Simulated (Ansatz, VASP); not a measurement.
**Al2O3: VASP beside Ansatz**

```
Al O
1.0
     7.34918   -0.30576   -0.27019
    -0.30790    7.38194   -0.46808
    -0.26017   -0.44656    5.85949
Al O
10 15
Direct
  0.33836 0.29205 0.64337
  0.64373 0.16904 0.53040
  0.92990 0.91751 0.74003
  0.03342 0.58378 0.51168
  0.52864 0.38627 0.23065
  0.15399 0.91280 0.25186
  0.79465 0.65776 0.96408
  0.24038 0.60623 0.99381
  0.52635 0.98238 0.98120
  0.09684 0.25473 0.19304
  0.57482 0.15125 0.22299
  0.21424 0.14840 0.40785
  0.72641 0.87963 0.94054
  0.47650 0.11852 0.74949
  0.54257 0.39176 0.53845
  0.11367 0.82359 0.52128
  0.03212 0.68914 0.09400
  0.94570 0.39669 0.31049
  0.21084 0.49066 0.70462
  0.28899 0.40973 0.13054
  0.06647 0.04292 0.00518
  0.35431 0.83049 0.08606
  0.62471 0.52342 0.05533
  0.84049 0.07563 0.58398
  0.86331 0.65705 0.68316
```

Alike in both runs: task single point; functional PBE; k mesh 3 × 3 × 3; occupations gaussian, width 0.02 eV; no spin polarisation.

```csv
,VASP,Ansatz
version,VASP 6.6.1,Ansatz 0.2.0
potentials or method,"VASP PAW PBE potentials, release 64 (Al, O), cutoff 520 eV","scalar-relativistic, plane waves, PAW"
valence electrons in the cell,120,120
```

```tsv
	VASP	Ansatz	Ansatz less VASP
gap on the k mesh at the Fermi level (eV)	3.31	3.33	+0.012
least direct gap on the mesh (eV)	3.36	3.37	+0.012
rms of the force components (eV/Å)	0.017	0.015	-0.0019
```

Atom by atom the forces differ by 0.009 eV/Å (rms over components). With one functional, cell and mesh, what is left measures potentials, basis and numerics.
